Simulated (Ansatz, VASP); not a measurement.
# PtSe2 in VASP and in Ansatz

Contents of POSCAR:

```
PtSe2
1.0
    5.6884479268      0.0000000000      0.0000000000
    0.0000000000      5.6884479268      0.0000000000
    0.0000000000      0.0000000000      3.9411443019
Pt Se
2 4
Direct
    0.0000000000      0.0000000000      0.0000000000
    0.5000000000      0.5000000000      0.5000000000
    0.3092310864      0.3092310864      0.0000000000
    0.1907689136      0.8092310864      0.5000000000
    0.8092310864      0.1907689136      0.5000000000
    0.6907689136      0.6907689136      0.0000000000
```

The input INCAR.step1:

```
  ALGO = Normal
  EDIFF = 1E-4
  ENCUT = 520
  GGA = PE
  ISMEAR = -1
  LASPH = True
  LCHARG = False
  LREAL = False
  LWAVE = True
  NBANDS = 31
  NELM = 80
  PREC = Accurate
  SIGMA = 0.02
```

File INCAR.step2:

```
  ALGO = Normal
  EDIFF = 1E-6
  ENCUT = 520
  ISIF = 2
  ISMEAR = -1
  ISTART = 1
  LASPH = True
  LCHARG = True
  LELF = True
  LMIXTAU = True
  LREAL = False
  LVHAR = True
  LWAVE = False
  METAGGA = R2SCAN
  NBANDS = 31
  NELM = 80
  PREC = Accurate
  SIGMA = 0.02
```

Contents of KPOINTS:

```
k-points
0
Gamma
  4 4 6
```

Input for Ansatz:

```yaml
crystal:
  lattice:
    - [5.6884479268, 0.0, 0.0]
    - [0.0, 5.6884479268, 0.0]
    - [0.0, 0.0, 3.9411443019]
  atoms:
    - { symbol: Pt, position: [0.0, 0.0, 0.0] }
    - { symbol: Pt, position: [0.5, 0.5, 0.5] }
    - { symbol: Se, position: [0.3092310864, 0.3092310864, 0.0] }
    - { symbol: Se, position: [0.1907689136, 0.8092310864, 0.5] }
    - { symbol: Se, position: [0.8092310864, 0.1907689136, 0.5] }
    - { symbol: Se, position: [0.6907689136, 0.6907689136, 0.0] }
kpoints:
  mp_grid: { grid: [4, 4, 6] }
hamiltonian:
  xc: r2scan
scf:
  occupations: { method: fermi_dirac, width: 0.02 }
  n_extra_bands: 5
output:
  forces: true
  stress: true
  eigenvalues: true
```

Alike in both runs: task single point; functional r2SCAN; k mesh 4 × 4 × 6; occupations fermi-dirac, width 0.02 eV; no spin polarisation.

|  | VASP | Ansatz |
| --- | --- | --- |
| version | VASP 6.6.1 | Ansatz 0.2.0 |
| potentials or method | VASP PAW PBE potentials, release 64 (Pt, Se) | plane waves, PAW |
| plane-wave cutoff (eV) | 520 | 500 |
| valence electrons in the cell | 44 | 100 |

```tsv
	VASP	Ansatz	Ansatz less VASP
pressure (GPa)	3.5	3.4	-0.11
traceless stress, the component that is largest in VASP (GPa)	0.86	0.88	+0.021
rms of the force components (eV/Å)	0.038	0.040	+0.0019
```

VASP's potentials were made for PBE, not for r2SCAN. Atom by atom the forces differ by 0.002 eV/Å (rms over components). VASP's potentials hold 44 valence electrons a cell and Ansatz's 100, so a difference there can come from the potentials and not from the codes.

Spin-orbit coupling is off throughout.
